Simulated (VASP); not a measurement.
MgRh, 2 atoms in the cell. It takes space group Pm-3m (No. 221, cubic). Conventional cell: a = 3.160 Å, b = 3.160 Å, c = 3.160 Å, α = 90.00°, β = 90.00°, γ = 90.00°. Mg (site symmetry m-3m) has 8 Rh at 2.74 Å and 6 Mg at 3.16 Å within 3.6 Å. Within 3.6 Å of Rh (site symmetry m-3m) lie 8 Mg at 2.74 Å and 6 Rh at 3.16 Å. 

```yaml
Program: VASP 6.6.1
Task: single point
Functional: LDA
Potentials_or_basis: VASP PAW LDA potentials, release 64 (Mg, Rh_pv)
Cutoff: 520 eV
k_mesh: 7 × 7 × 7
Occupations: methfessel-paxton, width 0.1 eV
Spin: no spin polarisation
Dipole_correction: no
Further_INCAR_settings: ALGO = Normal; EDIFF = 1e-06; NBANDS = 16
```

Potentials or basis: VASP PAW LDA potentials, release 64 (Mg, Rh_pv).

Run with:

```sh
$ cat potpaw_LDA.64/Mg/POTCAR potpaw_LDA.64/Rh_pv/POTCAR > POTCAR
$ mpirun -np 1 vasp_std > vasp.out
```

Hardware: 1 thread of Intel(R) Xeon(R) 6975P-C (Granite Rapids) (shared host).

How long does it take, and how much memory?

Run time: 3.1 s on 1 thread of Intel(R) Xeon(R) 6975P-C (Granite Rapids), on a shared host, peak memory 0.13 GiB. Counts: scf iterations 12, k points 20.
